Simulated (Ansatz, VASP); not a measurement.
# SrO: VASP beside Ansatz

```
Sr O
1.0
     0.00000    2.53559    2.53559
     2.53559    0.00000    2.53559
     2.53559    2.53559    0.00000
Sr O
1 1
Direct
  0.00000 0.00000 0.00000
  0.50000 0.50000 0.50000
```

Change from the starting cell: strained cell.

Alike in both runs: functional PBEsol; k mesh 6 × 6 × 6; occupations gaussian, width 0.02 eV; no spin polarisation.

Ansatz relaxed the structure, and its values are those at the end. VASP's run is a single point on that final structure, the one shown.

|  | VASP | Ansatz |
| --- | --- | --- |
| version | VASP 6.6.1 | Ansatz 0.2.0 |
| potentials or method | VASP PAW PBE potentials, release 64 (Sr_sv, O), cutoff 600 eV | scalar-relativistic, plane waves, PAW |
| valence electrons in the cell | 16 | 16 |

```csv
,VASP,Ansatz,Ansatz less VASP
gap on the k mesh at the Fermi level (eV),3.12,3.17,+0.051
least direct gap on the mesh (eV),3.18,3.22,+0.040
pressure (GPa),3.7,3.0,-0.65
```

VASP's potentials were made for PBE, not for PBEsol. Ansatz's warnings: stress scf threshold loose.
